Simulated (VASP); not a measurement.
# ZnO (P4_2/mnm) in VASP: settings compared, part 2 of 2

VASP 6.6.1.

## 3. Single point, PBE

This run uses another cell than the first one, of 12.89 Å³/atom.

The input, INCAR:

```
  PREC = Accurate
  ENCUT = 520
  EDIFF = 1E-7
  ISMEAR = -1
  SIGMA = 0.02
  LREAL = False
  LASPH = True
  NELM = 80
  ALGO = Normal
  ISIF = 2
  LWAVE = False
  LCHARG = True
  GGA = PE
  LELF = True
  LVHAR = True
  NBANDS = 46
```

The input, KPOINTS:

```
Automatic mesh
0
Gamma
  4 4 8
```

The input, POSCAR:

```
ZnO
1.0
    5.6085678019      0.0000000000      0.0000000000
    0.0000000000      5.6085678019      0.0000000000
    0.0000000000      0.0000000000      3.2789687234
Zn O
4 4
Direct
    0.1816732154      0.1816732154      0.5000000000
    0.8183267846      0.8183267846      0.5000000000
    0.6816732154      0.3183267846      0.0000000000
    0.3183267846      0.6816732154      0.0000000000
    0.8184370487      0.1815629513      0.5000000000
    0.1815629513      0.8184370487      0.5000000000
    0.6815629513      0.6815629513      0.0000000000
    0.3184370487      0.3184370487      0.0000000000
```

Potentials or basis: VASP PAW PBE potentials, release 64 (Zn, O).

Run with:

```sh
> cat potpaw_PBE.64/Zn/POTCAR potpaw_PBE.64/O/POTCAR > POTCAR
> mpirun -np 1 vasp_std > vasp.out
```

OUTCAR:

```text
PREC = Accurate
   ENCUT = 520
   EDIFF = 1E-7
   ISMEAR = -1
   LREAL = False
   LASPH = True
   NELM = 80
   ISIF = 2
   GGA = PE

 ion  position               nearest neighbor table
   1  0.182  0.182  0.500-   8 1.97   8 1.97   5 2.04   6 2.04   2 2.88
   2  0.818  0.818  0.500-   7 1.97   7 1.97   5 2.04   6 2.04   1 2.88
   3  0.682  0.318  0.000-   5 1.97   5 1.97   8 2.04   7 2.04   4 2.88
   4  0.318  0.682  0.000-   6 1.97   6 1.97   8 2.04   7 2.04   3 2.88
   5  0.818  0.182  0.500-   3 1.97   3 1.97   1 2.04   2 2.04
   6  0.182  0.818  0.500-   4 1.97   4 1.97   1 2.04   2 2.04
   7  0.682  0.682  0.000-   2 1.97   2 1.97   4 2.04   3 2.04
   8  0.318  0.318  0.000-   1 1.97   1 1.97   4 2.04   3 2.04

  LATTYP: Found a simple tetragonal cell.
 ALAT       =     5.6085678019
 C/A-ratio  =     0.5846356573

  Lattice vectors:

 A1 = (   5.6085678019,   0.0000000000,   0.0000000000)
 A2 = (   0.0000000000,   5.6085678019,   0.0000000000)
 A3 = (   0.0000000000,   0.0000000000,   3.2789687234)

Analysis of symmetry for initial positions (statically):
=====================================================================
 Subroutine PRICEL returns:
 Original cell was already a primitive cell.

 Routine SETGRP: Setting up the symmetry group for a
 simple tetragonal supercell.

 Subroutine GETGRP returns: Found 16 space group operations
 (whereof  8 operations were pure point group operations)
 out of a pool of 16 trial point group operations.

The static configuration has the point symmetry D_2h.
 The point group associated with its full space group is D_4h.

Analysis of symmetry for dynamics (positions and initial velocities):
=====================================================================
 Subroutine PRICEL returns:
 Original cell was already a primitive cell.

 Routine SETGRP: Setting up the symmetry group for a
 simple tetragonal supercell.

 Subroutine GETGRP returns: Found 16 space group operations
 (whereof  8 operations were pure point group operations)
 out of a pool of 16 trial point group operations.

The dynamic configuration has the point symmetry D_2h.
 The point group associated with its full space group is D_4h.

 Subroutine INISYM returns: Found 16 space group operations
 (whereof  8 operations are pure point group operations),
 and found     1 'primitive' translations

----------------------------------------------------------------------------------------

                                     Primitive cell

  volume of cell :     103.1433

  direct lattice vectors                    reciprocal lattice vectors
     5.608567802  0.000000000  0.000000000     0.178298638  0.000000000  0.000000000
     0.000000000  5.608567802  0.000000000     0.000000000  0.178298638  0.000000000
     0.000000000  0.000000000  3.278968723     0.000000000  0.000000000  0.304973937

  length of vectors
     5.608567802  5.608567802  3.278968723     0.178298638  0.178298638  0.304973937

  position of ions in fractional coordinates (direct lattice)
     0.181673215  0.181673215  0.500000000
     0.818326785  0.818326785  0.500000000
     0.681673215  0.318326785  0.000000000
     0.318326785  0.681673215  0.000000000
     0.818437049  0.181562951  0.500000000
     0.181562951  0.818437049  0.500000000
     0.681562951  0.681562951  0.000000000
[... 40 lines left out ...]
            Coordinates               Weight
  0.000000  0.000000  0.000000      1.000000
  0.250000  0.000000  0.000000      4.000000
  0.500000  0.000000  0.000000      2.000000
  0.250000  0.250000  0.000000      4.000000
  0.500000  0.250000  0.000000      4.000000
  0.500000  0.500000  0.000000      1.000000
[... 16 lines left out ...]
  0.500000  0.250000  0.375000      8.000000
  0.500000  0.500000  0.375000      2.000000
 [... further k-points ...]
   k-points           NKPTS =     30   k-points in BZ     NKDIM =     30   number of bands    NBANDS=     46
   number of dos      NEDOS =    301   number of ions     NIONS =      8
   total plane-waves  NPLWV =  42336
   dimension x,y,z NGX =    42 NGY =   42 NGZ =   24
   dimension x,y,z NGXF=    84 NGYF=   84 NGZF=   48
   ions per type =               4   4
   NGX,Y,Z   is equivalent  to a cutoff of  12.45, 12.45, 12.17 a.u.
   NGXF,Y,Z  is equivalent  to a cutoff of  24.90, 24.90, 24.34 a.u.
 SYSTEM =  unknown system
   PREC   = accura    normal or accurate (medium, high low for compatibility)
   ISTART =      0    job   : 0-new  1-cont  2-samecut
   ICHARG =      2    charge: 1-file 2-atom 10-const
   ISPIN  =      1    spin polarized calculation?
   LNONCOLLINEAR =      F non collinear calculations
   LSORBIT =      F    spin-orbit coupling
   LASPH  =      T    aspherical Exc in radial PAW
   ENCUT  =  520.0 eV  38.22 Ry    6.18 a.u.  10.43 10.43  6.10*2*pi/ulx,y,z
   NELM   =     80;   NELMIN=  2; NELMDL= -5     # of ELM steps
   EDIFF  = 0.1E-06   stopping-criterion for ELM
   LREAL  =      F    real-space projection
   EDIFFG = 0.1E-05   stopping-criterion for IOM
   NSW    =      0    number of steps for IOM
   IBRION =     -1    ionic relax: 0-MD 1-quasi-New 2-CG
   NFREE  =      0    steps in history (QN), initial steepest desc. (CG)
   ISIF   =      2    stress and relaxation
   ISYM   =      2    0-nonsym 1-usesym 2-fastsym
   POTIM  = 0.5000    time-step for ionic-motion
   TEBEG  =    0.0;   TEEND  =   0.0 temperature during run
   PSTRESS=    0.0 pullay stress
   NELECT =      72.0000    total number of electrons
   NUPDOWN=      -1.0000    fix difference up-down
   EMIN   =  10.00;   EMAX   =-10.00  energy-range for DOS
   EFERMI =   0.00;   METHOD = LEGACY
   ISMEAR =    -1;   SIGMA  =   0.02  broadening in eV -4-tet -1-fermi 0-gaus
   EFERMI_NEDOS =   21; number of points for ismear=-14 and -15
   IALGO  =     38    algorithm
   IMIX   =      4    mixing-type and parameters
     AMIX     =   0.40;   BMIX     =  1.00
     AMIX_MAG =   1.60;   BMIX_MAG =  1.00
  volume/ion in A,a.u.               =      12.89        87.01
  Fermi-wavevector in a.u.,A,eV,Ry     =   1.452241  2.744337 28.694727  2.109003
  Thomas-Fermi vector in A             =   2.569645
   LORBIT       =      0    0 simple, 1 ext, 2 COOP (PROOUT), +10 PAW based schemes
   GGA     = PE    functional components
   LHFCALC =     F    Hartree Fock is set to
   AEXX    =    0.0000 exact exchange contribution
   IVDW    =     0    specifies the selected vdW correction
   LEPSILON=     F    determine dielectric tensor
   LRPA    =     F    only Hartree local field effects (RPA)
 non-spin polarized calculation
  energy-cutoff  :      520.00
  volume of cell :      103.14
 maximum number of plane-waves:      2804
 NGX is ok and might be reduce to    42
   NGX = 21   NGY = 21   NGZ = 13

 number of electron      71.9999974 magnetization

 Free energy of the ion-electron system (eV)
  ---------------------------------------------------
  ext. energy  EPLUGINS =         0.00000000
  ---------------------------------------------------
  free energy    TOTEN  =       -35.53654188 eV

  energy without entropy =      -35.53654188  energy(sigma->0) =      -35.53654188

 E-fermi :   1.0482     XC(G=0): -10.4144

 val. band max:        0.6779177742   @ k =   0.0000   0.0000   0.0000
 cond. band min:       1.4220707470   @ k =   0.0000   0.0000   0.0000
 fundamental gap:      0.7441529728
 Fermi energy:         1.0481724464

 k-point     1 :       0.0000    0.0000    0.0000
  band No.  band energies     occupation
      1     -17.1592      2.00000
      2     -16.5013      2.00000
      3     -16.5013      2.00000
      4     -16.4258      2.00000
      5      -5.4116      2.00000
      6      -5.2285      2.00000
[... 1165 lines left out ...]
     45      11.0382      0.00000
     46      11.0403      0.00000

 [... further k-points ...]
[... 5 lines left out ...]
  --------------------------------------------------------------------------------------
  -------------------------------------------------------------------------------------
  Total        0.5252542      0.5252542      0.6694906      0.0000000      0.0000000      0.0000000
  in kB        8.1590376      8.1590376     10.3995339      0.0000000      0.0000000      0.0000000
  external PRESSURE =       8.9058697 kB  Pullay stress =       0.0000000 kB

 VOLUME and BASIS-vectors are now :
 -----------------------------------------------------------------------------
  energy-cutoff  :      520.00
  volume of cell :      103.14
      direct lattice vectors                 reciprocal lattice vectors
     5.608567802  0.000000000  0.000000000     0.178298638  0.000000000  0.000000000
     0.000000000  5.608567802  0.000000000     0.000000000  0.178298638  0.000000000
     0.000000000  0.000000000  3.278968723     0.000000000  0.000000000  0.304973937

 POSITION                                       TOTAL-FORCE (eV/Angst)
 -----------------------------------------------------------------------------------
      1.01893      1.01893      1.63948        -0.003563     -0.003563     -0.000000
      4.58964      4.58964      1.63948         0.003563      0.003563     -0.000000
      3.82321      1.78536      0.00000        -0.003563      0.003563     -0.000000
      1.78536      3.82321      0.00000         0.003563     -0.003563     -0.000000
      4.59026      1.01831      1.63948         0.003180     -0.003180      0.000000
      1.01831      4.59026      1.63948        -0.003180      0.003180     -0.000000
      3.82259      3.82259      0.00000        -0.003180     -0.003180      0.000000
      1.78598      1.78598      0.00000         0.003180      0.003180     -0.000000
 -----------------------------------------------------------------------------------
    total drift:                                0.000000      0.000000     -0.000000

  FREE ENERGIE OF THE ION-ELECTRON SYSTEM (eV)
  ---------------------------------------------------
  free  energy   TOTEN  =       -35.5365418754 eV

  energy  without entropy=      -35.5365418753  energy(sigma->0) =      -35.53654188
```

Wall time 4.1 min (1 thread of Intel Xeon 8259CL, shared host); peak memory 0.25 GiB.

Results:

| Property | Result |
| --- | --- |
| Free energy | -35.5365 eV |
| Pressure | 0.9 GPa |
| Largest force | 0.005 eV/Å |
| Band gap on the k mesh | 0.74 eV |

Forces in eV/Å, atoms in the order of the input:
```
Zn  -0.004 -0.004  0.000
Zn   0.004  0.004  0.000
Zn  -0.004  0.004  0.000
Zn   0.004 -0.004  0.000
O    0.003 -0.003  0.000
O   -0.003  0.003  0.000
O   -0.003 -0.003  0.000
O    0.003  0.003  0.000
```
